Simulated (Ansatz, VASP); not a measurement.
# Two plane-wave programs on AlNi

INCAR

```
PREC = Accurate
ENCUT = 520
EDIFF = 1E-6
ISMEAR = -1
SIGMA = 0.05
LREAL = False
LASPH = True
NELM = 150
ALGO = Normal
ISIF = 2
LWAVE = False
LCHARG = True
ISPIN = 2
MAGMOM = 1 0
LORBIT = 11
LMAXMIX = 4
LELF = True
LVHAR = True
NBANDS = 18
```

The input KPOINTS:

```
Automatic mesh
0
Gamma
  9 9 9
```

The input POSCAR:

```
AlNi
1.0
    2.9000800262      0.0000000000      0.0000000000
    0.0000000000      2.9000800262      0.0000000000
    0.0000000000      0.0000000000      2.9000800262
Ni Al
1 1
Direct
    0.5000000000      0.5000000000      0.5000000000
    0.0000000000      0.0000000000      0.0000000000
```

The input input.yaml:

```yaml
crystal:
  lattice:
    - [2.9000800262, 0.0, 0.0]
    - [0.0, 2.9000800262, 0.0]
    - [0.0, 0.0, 2.9000800262]
  atoms:
    - { symbol: Ni, position: [0.5, 0.5, 0.5], spin: 1.0 }
    - { symbol: Al, position: [0.0, 0.0, 0.0] }
hamiltonian:
  xc: lda
  pseudopotentials: { kind: paw }
magnetization:
  spin_polarized: true
kpoints:
  mp_grid: { grid: [9, 9, 9] }
scf:
  occupations: { method: fermi_dirac, width: 0.05 }
output:
  forces: true
  stress: true
  eigenvalues: true
```

Alike in both runs: task single point; functional LDA; k mesh 9 × 9 × 9; occupations fermi-dirac, width 0.05 eV; collinear spin.

|  | VASP | Ansatz |
| --- | --- | --- |
| version | VASP 6.6.1 | Ansatz 0.2.0 |
| potentials or method | VASP PAW LDA potentials, release 64 (Ni, Al) | Ansatz PAW |
| plane-wave cutoff (eV) | 520 | 420 |
| valence electrons in the cell | 13 | 21 |

Ansatz gave:

```
gap on the k mesh at the Fermi level (eV) : none
pressure (GPa)                            : -11.4
net moment per atom (μB)                  : 0.00
```

Task: Which values does VASP return?

Result: gap on the k mesh at the Fermi level (eV): none; pressure (GPa): -11.1; net moment per atom (μB): 0.00.

LDA's correlation is that of Perdew and Zunger in VASP and of Perdew and Wang (1992) in Ansatz. A gap of «none» marks a metal or a gap that the smearing closes. VASP's potentials hold 13 valence electrons a cell and Ansatz's 21, so a difference there can come from the potentials and not from the codes.
